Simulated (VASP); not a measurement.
Here is a VASP 6.6.1 calculation.

Contents of INCAR:

```
SYSTEM = Na
PREC = Accurate
ENCUT = 520
EDIFF = 1E-7
ISMEAR = 0
SIGMA = 0.1
LREAL = .FALSE.
LASPH = .TRUE.
NELM = 100
ALGO = Fast
ISIF = 2
LWAVE = .FALSE.
LCHARG = .TRUE.
GGA = PE
LELF = .TRUE.
LVHAR = .TRUE.
NBANDS = 18
```

File KPOINTS:

```
regular mesh
0
G
  14 14 6
  0 0 0
```

POSCAR

```
Na
1.0
    3.2242162555     -1.8806680150     -0.0401694326
    3.2242162555      1.8806680150     -0.0401694326
   -2.3108813873      0.0000000000      9.1850875689
Na
3
Direct
    0.0000000000      0.0000000000      0.0000000000
    0.2255093242      0.2255093242      0.6666949405
    0.7744906758      0.7744906758      0.3333050595
```

Potentials or basis: VASP PAW PBE potentials, release 64 (Na_pv).

Launch:

```sh
$ cat potpaw_PBE.64/Na_pv/POTCAR > POTCAR
$ mpirun -np 1 vasp_std > vasp.out
```

(1) Estimate the pressure.

## Answers

(1) 0.0 GPa.
